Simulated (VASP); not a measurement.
# Si (Fddd) in VASP: further runs, part 2 of 2

VASP 6.6.1.

### Step 3. Single point, PBE

This run uses another cell than the first one, of 18.54 Å³/atom.

File INCAR:

```
SYSTEM = Si
ALGO = Normal ; EDIFF = 1E-6
ENCUT = 520 ; GGA = PE
ISIF = 2 ; ISMEAR = 0
LASPH = .TRUE. ; LCHARG = .TRUE.
LELF = .TRUE. ; LREAL = .FALSE.
LVHAR = .TRUE. ; LWAVE = .FALSE.
NBANDS = 16 ; NELM = 100
PREC = Accurate ; SIGMA = 0.1
```

File KPOINTS:

```
k-points
0
G
  6 6 6
  0 0 0
```

File POSCAR:

```
Si
1.0
    0.0000000000      3.5936304175      5.5927006344
    1.8447209133      0.0000000000      5.5927006344
    1.8447209133      3.5936304175      0.0000000000
Si
4
Direct
    0.8157954130      0.8157954130      0.1842045870
    0.0657954130      0.0657954130      0.4342045870
    0.1842045870      0.1842045870      0.8157954130
    0.4342045870      0.4342045870      0.0657954130
```

Potentials or basis: VASP PAW PBE potentials, release 64 (Si).

Command:

```sh
> cat potpaw_PBE.64/Si/POTCAR > POTCAR
> mpirun -np 1 vasp_std > vasp.out
```

OUTCAR:

```text
SYSTEM = Si
   EDIFF = 1E-6
   ENCUT = 520
   GGA = PE
   ISIF = 2
   ISMEAR = 0
   LASPH = .TRUE.
   LREAL = .FALSE.
   NELM = 100
   PREC = Accurate

 ion  position               nearest neighbor table
   1  0.816  0.816  0.184-   3 2.36   3 2.36   4 2.42   4 2.42
   2  0.066  0.066  0.434-   4 2.36   4 2.36   3 2.42   3 2.42
   3  0.184  0.184  0.816-   1 2.36   1 2.36   2 2.42   2 2.42
   4  0.434  0.434  0.066-   2 2.36   2 2.36   1 2.42   1 2.42

  LATTYP: Found a face centered orthorhombic cell.
 ALAT       =     3.6894418266
 B/A-ratio  =     1.9480618405
 C/A-ratio  =     3.0317326562

  Lattice vectors:

 A1 = (   0.0000000000,   3.5936304175,   5.5927006344)
 A2 = (   1.8447209133,   0.0000000000,   5.5927006344)
 A3 = (   1.8447209133,   3.5936304175,   0.0000000000)

Analysis of symmetry for initial positions (statically):
=====================================================================
 Subroutine PRICEL returns:
 Original cell was already a primitive cell.

 Routine SETGRP: Setting up the symmetry group for a
 face centered orthorhombic supercell.

 Subroutine GETGRP returns: Found  8 space group operations
 (whereof  4 operations were pure point group operations)
 out of a pool of  8 trial point group operations.

The static configuration has the point symmetry D_2 .
 The point group associated with its full space group is D_2h.

Analysis of symmetry for dynamics (positions and initial velocities):
=====================================================================
 Subroutine PRICEL returns:
 Original cell was already a primitive cell.

 Routine SETGRP: Setting up the symmetry group for a
 face centered orthorhombic supercell.

 Subroutine GETGRP returns: Found  8 space group operations
 (whereof  4 operations were pure point group operations)
 out of a pool of  8 trial point group operations.

The dynamic configuration has the point symmetry D_2 .
 The point group associated with its full space group is D_2h.

 Subroutine INISYM returns: Found  8 space group operations
 (whereof  4 operations are pure point group operations),
 and found     1 'primitive' translations

----------------------------------------------------------------------------------------

                                     Primitive cell

  volume of cell :      74.1508

  direct lattice vectors                    reciprocal lattice vectors
     0.000000000  3.593630418  5.592700634    -0.271043710  0.139135065  0.089402246
     1.844720913  0.000000000  5.592700634     0.271043710 -0.139135065  0.089402246
     1.844720913  3.593630418  0.000000000     0.271043710  0.139135065 -0.089402246

  length of vectors
     6.647742471  5.889082750  4.039452293     0.317515386  0.317515386  0.317515386

  position of ions in fractional coordinates (direct lattice)
     0.815795413  0.815795413  0.184204587
     0.065795413  0.065795413  0.434204587
     0.184204587  0.184204587  0.815795413
     0.434204587  0.434204587  0.065795413

  ion indices of the primitive-cell ions
[... 26 lines left out ...]

 Subroutine IBZKPT returns following result:
 ===========================================

 Found     46 irreducible k-points:

 Following reciprocal coordinates:
            Coordinates               Weight
  0.000000  0.000000  0.000000      1.000000
  0.166667  0.000000  0.000000      8.000000
  0.333333  0.000000  0.000000      8.000000
  0.500000 -0.000000  0.000000      4.000000
  0.166667  0.166667  0.000000      2.000000
  0.333333  0.166667  0.000000      8.000000
[... 16 lines left out ...]
 -0.166667  0.166667  0.166667      8.000000
  0.500000  0.333333  0.166667      4.000000
 [... further k-points ...]
   k-points           NKPTS =     46   k-points in BZ     NKDIM =     46   number of bands    NBANDS=     16
   number of dos      NEDOS =    301   number of ions     NIONS =      4
   total plane-waves  NPLWV =  72000
   dimension x,y,z NGX =    50 NGY =   48 NGZ =   30
   dimension x,y,z NGXF=   100 NGYF=   96 NGZF=   60
   ions per type =               4
   NGX,Y,Z   is equivalent  to a cutoff of  12.50, 13.55, 12.35 a.u.
   NGXF,Y,Z  is equivalent  to a cutoff of  25.01, 27.10, 24.69 a.u.
 SYSTEM =  Si
   PREC   = accura    normal or accurate (medium, high low for compatibility)
   ISTART =      0    job   : 0-new  1-cont  2-samecut
   ICHARG =      2    charge: 1-file 2-atom 10-const
   ISPIN  =      1    spin polarized calculation?
   LNONCOLLINEAR =      F non collinear calculations
   LSORBIT =      F    spin-orbit coupling
   LASPH  =      T    aspherical Exc in radial PAW
   ENCUT  =  520.0 eV  38.22 Ry    6.18 a.u.  12.36 10.95  7.51*2*pi/ulx,y,z
   NELM   =    100;   NELMIN=  2; NELMDL= -5     # of ELM steps
   EDIFF  = 0.1E-05   stopping-criterion for ELM
   LREAL  =      F    real-space projection
   EDIFFG = 0.1E-04   stopping-criterion for IOM
   NSW    =      0    number of steps for IOM
   IBRION =     -1    ionic relax: 0-MD 1-quasi-New 2-CG
   NFREE  =      0    steps in history (QN), initial steepest desc. (CG)
   ISIF   =      2    stress and relaxation
   ISYM   =      2    0-nonsym 1-usesym 2-fastsym
   POTIM  = 0.5000    time-step for ionic-motion
   TEBEG  =    0.0;   TEEND  =   0.0 temperature during run
   PSTRESS=    0.0 pullay stress
   NELECT =      16.0000    total number of electrons
   NUPDOWN=      -1.0000    fix difference up-down
   EMIN   =  10.00;   EMAX   =-10.00  energy-range for DOS
   EFERMI =   0.00;   METHOD = LEGACY
   ISMEAR =     0;   SIGMA  =   0.10  broadening in eV -4-tet -1-fermi 0-gaus
   EFERMI_NEDOS =   21; number of points for ismear=-14 and -15
   IALGO  =     38    algorithm
   IMIX   =      4    mixing-type and parameters
     AMIX     =   0.40;   BMIX     =  1.00
     AMIX_MAG =   1.60;   BMIX_MAG =  1.00
  volume/ion in A,a.u.               =      18.54       125.10
  Fermi-wavevector in a.u.,A,eV,Ry     =   0.981920  1.855560 13.118297  0.964168
  Thomas-Fermi vector in A             =   2.112964
   LORBIT       =      0    0 simple, 1 ext, 2 COOP (PROOUT), +10 PAW based schemes
   GGA     = PE    functional components
   LHFCALC =     F    Hartree Fock is set to
   AEXX    =    0.0000 exact exchange contribution
   IVDW    =     0    specifies the selected vdW correction
   LEPSILON=     F    determine dielectric tensor
   LRPA    =     F    only Hartree local field effects (RPA)
 non-spin polarized calculation
 Gauss-broadening in eV      SIGMA  =   0.10
  energy-cutoff  :      520.00
  volume of cell :       74.15
 maximum number of plane-waves:      2024
 NGX is ok and might be reduce to    50
   NGX = 25   NGY = 21   NGZ = 15

 number of electron      16.0000000 magnetization

 Free energy of the ion-electron system (eV)
  ---------------------------------------------------
  ext. energy  EPLUGINS =         0.00000000
  ---------------------------------------------------
  free energy    TOTEN  =       -20.65179480 eV

  energy without entropy =      -20.64968050  energy(sigma->0) =      -20.65073765

 E-fermi :   6.6424     XC(G=0):  -9.9105

 val. band max:        6.6415167176   @ k =   0.5000  -0.0000   0.0000
 cond. band min:       7.0029963817   @ k =   0.3333  -0.3333   0.1667
 fundamental gap:      0.3614796641
 Fermi energy:         6.6423844739

 k-point     1 :       0.0000    0.0000    0.0000
  band No.  band energies     occupation
      1      -5.6819      2.00000
      2      -1.4885      2.00000
      3      -1.3463      2.00000
      4       3.9732      2.00000
      5       5.8789      2.00000
      6       6.4953      1.96246
[... 433 lines left out ...]
      3       1.2742      2.00000
      4       3.2833      2.00000
      5       3.6068      2.00000
      6       5.7179      2.00000
[... 8 lines left out ...]
     15      12.2072      0.00000
     16      12.3148      0.00000

 [... further k-points ...]

------------------------ aborting loop because EDIFF is reached ----------------------------------------

  FORCE on cell =-STRESS in cart. coord.  units (eV):
  Direction    XX          YY          ZZ          XY          YZ          ZX
  --------------------------------------------------------------------------------------
  -------------------------------------------------------------------------------------
  Total        0.1279791     -0.0353329     -0.0275116      0.0000000      0.0000000      0.0000000
  in kB        2.7652480     -0.7634393     -0.5944428      0.0000000      0.0000000      0.0000000
  external PRESSURE =       0.4691220 kB  Pullay stress =       0.0000000 kB

 VOLUME and BASIS-vectors are now :
 -----------------------------------------------------------------------------
  energy-cutoff  :      520.00
  volume of cell :       74.15
      direct lattice vectors                 reciprocal lattice vectors
     0.000000000  3.593630418  5.592700634    -0.271043710  0.139135065  0.089402246
     1.844720913  0.000000000  5.592700634     0.271043710 -0.139135065  0.089402246
     1.844720913  3.593630418  0.000000000     0.271043710  0.139135065 -0.089402246

 POSITION                                       TOTAL-FORCE (eV/Angst)
 -----------------------------------------------------------------------------------
      1.84472      3.59363      9.12500         0.000000     -0.000000      0.015265
      0.92236      1.79682      0.73595         0.000000      0.000000      0.015265
      1.84472      3.59363      2.06040         0.000000     -0.000000     -0.015265
      0.92236      1.79682      4.85675         0.000000      0.000000     -0.015265
 -----------------------------------------------------------------------------------
    total drift:                                0.000000      0.000000      0.000000

  FREE ENERGIE OF THE ION-ELECTRON SYSTEM (eV)
  ---------------------------------------------------
  free  energy   TOTEN  =       -20.6517948008 eV

  energy  without entropy=      -20.6496804978  energy(sigma->0) =      -20.65073765
```

OSZICAR:

```text
N       E                     dE             d eps       ncg     rms          rms(c)
DAV:   1     0.247174658840E+02    0.24717E+02   -0.59412E+03  1472   0.821E+02
DAV:   2    -0.191947805315E+02   -0.43912E+02   -0.39730E+02  1960   0.122E+02
DAV:   3    -0.208979323478E+02   -0.17032E+01   -0.16863E+01  2056   0.219E+01
DAV:   4    -0.209149997152E+02   -0.17067E-01   -0.17065E-01  1776   0.284E+00
DAV:   5    -0.209152382391E+02   -0.23852E-03   -0.23851E-03  2072   0.311E-01    0.643E+00
DAV:   6    -0.207318268440E+02    0.18341E+00   -0.79203E-02  1840   0.143E+00    0.383E+00
DAV:   7    -0.206521908098E+02    0.79636E-01   -0.15218E-01  1936   0.199E+00    0.249E-01
DAV:   8    -0.206517394813E+02    0.45133E-03   -0.15996E-02  1760   0.727E-01    0.161E-01
DAV:   9    -0.206518162247E+02   -0.76743E-04   -0.44251E-04  1976   0.131E-01    0.987E-02
DAV:  10    -0.206518009747E+02    0.15250E-04   -0.68571E-05  1848   0.465E-02    0.280E-02
DAV:  11    -0.206517946334E+02    0.63413E-05   -0.18744E-05  1936   0.224E-02    0.138E-02
DAV:  12    -0.206517948008E+02   -0.16747E-06   -0.18884E-06  1464   0.779E-03
   1 F= -.20651795E+02 E0= -.20650738E+02  d E =-.211430E-02
```

stdout:

```text
POSCAR found type information on POSCAR Si
 POSCAR found :  1 types and       4 ions
 scaLAPACK will be used
 LDA part: xc-table for (Slater+PW92), standard interpolation
 POSCAR, INCAR and KPOINTS ok, starting setup
 FFT: planning ... GRIDC
 FFT: planning ... GRID_SOFT
 FFT: planning ... GRID
 WAVECAR not read
 entering main loop
```

It took 44 s on 1 thread of Intel Xeon Platinum 8559C (Emerald Rapids), shared host; peak memory 0.24 GiB.

What came out:

* Free energy: -20.6518 eV
* Pressure: 0.0 GPa
* Largest force: 0.015 eV/Å
* Band gap on the k mesh: zero (bands 8 and 9 overlap by 0.50 eV)

Forces in eV/Å, atoms in the order of the input:
```
Si   0.000  0.000  0.015
Si   0.000  0.000  0.015
Si   0.000  0.000 -0.015
Si   0.000  0.000 -0.015
```

Levels at points of the mesh, in eV from the Fermi level:
| k point | band 4 | band 5 | band 6 | band 7 | band 8 | band 9 | band 10 | band 11 | band 12 | band 13 |
| --- | --- | --- | --- | --- | --- | --- | --- | --- | --- | --- |
| (0.00, 0.00, 0.00) | -2.67 | -0.76 | -0.15 | -0.04 | 0.50 | 0.82 | 2.09 | 2.89 | 2.95 | 3.06 |
| (0.50, 0.00, 0.00) | -6.11 | -3.57 | -3.48 | -1.71 | -1.53 | 0.00 | 0.87 | 2.74 | 4.22 | 5.16 |
| (0.50, 0.50, 0.00) | -3.33 | -1.94 | -1.94 | -0.22 | -0.22 | 2.00 | 2.00 | 2.82 | 2.82 | 4.87 |
| (0.50, 0.00, 0.50) | -5.52 | -4.13 | -4.13 | -1.42 | -1.42 | 0.88 | 0.88 | 5.81 | 5.81 | 6.90 |
| (0.00, 0.50, 0.50) | -7.21 | -1.77 | -1.77 | -0.95 | -0.95 | 1.62 | 1.62 | 3.05 | 3.05 | 3.73 |

Caveat: semilocal functionals underestimate gaps, so a narrow gap can read as zero.

### Step 4. Relaxation of cell and atoms, PBE

File INCAR:

```
SYSTEM = Si
ALGO = Normal
EDIFF = 1E-7
EDIFFG = -0.04
ENCUT = 600
GGA = PE
IBRION = 2
ISIF = 3
ISMEAR = 0
LASPH = .TRUE.
LCHARG = .FALSE.
LREAL = .FALSE.
LWAVE = .FALSE.
NELM = 100
NSW = 90
PREC = Accurate
SIGMA = 0.1
```

KPOINTS is that of step 3.

File POSCAR:

```
Si
1.0
    0.0000000000      3.3697117000      5.4344724100
    1.6263754900      0.0000000000      5.4344724100
    1.6263754900      3.3697117000      0.0000000000
Si
4
Direct
    0.8173305400      0.8173305400      0.1826694600
    0.0673305400      0.0673305400      0.4326694600
    0.1826694600      0.1826694600      0.8173305400
    0.4326694600      0.4326694600      0.0673305400
```

Command:

```sh
> cat potpaw_PBE.64/Si/POTCAR > POTCAR
> mpirun -np 1 vasp_std > vasp.out
```

It took 5.3 min on 1 thread of Intel Xeon Platinum 8559C (Emerald Rapids), shared host; peak memory 0.27 GiB.

The run converged. Its results:

| Quantity | Value |
| --- | --- |
| Free energy | -20.6509 eV |
| Relaxed volume | 18.54 Å³/atom |
| Relaxed cell | a = 6.645 Å, b = 5.891 Å, c = 4.035 Å, α = 81.74°, β = 61.32°, γ = 36.94° |
| Space group after relaxing (to 0.1 Å) | Fddd (No. 70) |
| Energy gained by relaxing | 354.4 meV/atom |
| Ionic steps | 11 |
| Pressure after relaxing | 0.0 GPa |
| Largest force after relaxing | 0.013 eV/Å |
| Band gap on the k mesh | zero (bands 8 and 9 overlap by 0.50 eV) |

Forces on the atoms (eV/Å):
```
Si   0.000  0.000  0.013
Si   0.000  0.000  0.013
Si   0.000  0.000 -0.013
Si   0.000  0.000 -0.013
```

Stress tensor (GPa, compression positive):
```
-0.13  0.00  0.00
 0.00  0.11  0.00
 0.00  0.00 -0.11
```

The path:
```csv
step,energy change (eV),largest force (eV/Å),pressure (GPa),volume (Å³)
1,0.0000,0.9059,32.92,59.57
2,-0.4617,1.0807,-11.46,89.82
3,-1.2942,0.7952,0.16,73.64
4,-1.2948,0.7799,0.55,73.34
5,-1.3923,0.1484,-0.85,74.83
6,-1.4000,0.1217,-1.32,75.50
7,-1.4003,0.0770,-1.25,75.38
8,-1.4171,0.0730,0.13,74.10
9,-1.4172,0.0725,0.22,74.02
10,-1.4176,0.0176,-0.18,74.26
11,-1.4177,0.0131,-0.04,74.18
```

Final structure:
```
Si
1.0
     0.00000    3.58702    5.59360
     1.84853    0.00000    5.59360
     1.84853    3.58702    0.00000
Si
4
Direct
  0.81569 0.81569 0.18431
  0.06569 0.06569 0.43431
  0.18431 0.18431 0.81569
  0.43431 0.43431 0.06569
```

Levels at points of the mesh, in eV from the Fermi level:
```tsv
k point	band 5	band 6	band 7	band 8	band 9	band 10	band 11	band 12
(0.00, 0.00, 0.00)	-0.79	-0.15	-0.05	0.50	0.84	2.06	2.91	2.92
(0.50, 0.00, 0.00)	-3.57	-3.48	-1.70	-1.53	0.00	0.88	2.74	4.22
(0.50, 0.50, 0.00)	-1.94	-1.94	-0.23	-0.23	2.01	2.01	2.81	2.81
(0.50, 0.00, 0.50)	-4.13	-4.13	-1.45	-1.45	0.84	0.84	5.80	5.80
(0.00, 0.50, 0.50)	-1.80	-1.80	-0.95	-0.95	1.60	1.60	3.03	3.03
```

Caveat: the k points lie up to 0.33 Å⁻¹ apart in the final cell, too coarse for converged energies and pressures of a metal; the volume moved by over 15 % at a fixed basis, so the end points are rough; semilocal functionals underestimate gaps, so a narrow gap can read as zero.

### Step 5. Single point, PBE

This run uses another cell than the first one, of 18.56 Å³/atom.

File INCAR:

```
SYSTEM = Si
PREC = Accurate
ENCUT = 520
EDIFF = 1E-7
ISMEAR = 0
SIGMA = 0.1
LREAL = .False.
LASPH = .True.
NELM = 100
ALGO = Normal
ISIF = 2
LWAVE = .False.
LCHARG = .False.
GGA = PE
NBANDS = 16
```

File KPOINTS:

```
regular mesh
0
Gamma
  14 14 14
  0 0 0
```

File POSCAR:

```
Si
1.0
    0.0000000000      3.5940884308      5.5934381524
    1.8463343930      0.0000000000      5.5934381524
    1.8463343930      3.5940884308      0.0000000000
Si
4
Direct
    0.8157880145      0.8157880145      0.1842119855
    0.0657880145      0.0657880145      0.4342119855
    0.1842119855      0.1842119855      0.8157880145
    0.4342119855      0.4342119855      0.0657880145
```

Command:

```sh
> cat potpaw_PBE.64/Si/POTCAR > POTCAR
> mpirun -np 1 vasp_std > vasp.out
```

Wall time 8.8 min (1 thread of Intel Xeon Platinum 8559C (Emerald Rapids), shared host); peak memory 0.5 GiB.

It converged, with:

```yaml
Free_energy: -20.6517 eV
Pressure: -0.1 GPa
Band_gap_on_the_k_mesh: zero (bands 8 and 9 overlap by 0.50 eV)
```

Levels at points of the mesh, in eV from the Fermi level:
| k point | band 6 | band 7 | band 8 | band 9 | band 10 | band 11 |
| --- | --- | --- | --- | --- | --- | --- |
| (0.00, 0.00, 0.00) | -0.32 | -0.21 | 0.34 | 0.65 | 1.90 | 2.73 |
| (0.50, 0.00, 0.00) | -3.64 | -1.87 | -1.70 | -0.17 | 0.71 | 2.57 |
| (0.50, 0.50, 0.00) | -2.11 | -0.39 | -0.39 | 1.83 | 1.83 | 2.65 |
| (0.50, 0.00, 0.50) | -4.29 | -1.59 | -1.59 | 0.70 | 0.70 | 5.64 |
| (0.00, 0.50, 0.50) | -1.95 | -1.11 | -1.11 | 1.44 | 1.44 | 2.88 |

Caveat: semilocal functionals underestimate gaps, so a narrow gap can read as zero.

### Step 6. Summary

| task | cell | k mesh | cutoff (eV) | gap on the mesh (eV) | pressure (GPa) | largest force (eV/Å) |
| --- | --- | --- | --- | --- | --- | --- |
| single point | a = 6.394, b = 5.673, c = 3.742 Å, angles 82.8, 61.7, 35.5°, 4 atoms, atomic positions A | 6 × 6 × 6 | 520 | none | 32.9 | 0.91 |
| single point | a = 6.648, b = 5.889, c = 4.039 Å, angles 81.8, 61.3, 37.0°, 4 atoms, atomic positions B | 6 × 6 × 6 | 520 | none | 0.0 | 0.02 |
| relaxation of cell and atoms | relaxed from a = 6.394, b = 5.673, c = 3.742 Å, angles 82.8, 61.7, 35.5°, 4 atoms, atomic positions A | 6 × 6 × 6 | 600 | none | 0.0 | 0.01 |
| single point | a = 6.649, b = 5.890, c = 4.041 Å, angles 81.8, 61.3, 37.0°, 4 atoms, atomic positions B | 14 × 14 × 14 | 520 | none | -0.1 | - |

Alike in all rows: level PBE; potentials or basis VASP PAW PBE potentials, release 64 (Si); no spin polarisation; smearing gaussian 0.1 eV.

Caveats: some runs use coarse meshes; semilocal functionals underestimate gaps, so a narrow gap can read as zero (at least some runs); the volume moved by over 15 % at a fixed basis, so the end points are rough (at least some runs).

Absolute energies hang on the potentials; compare differences alone.
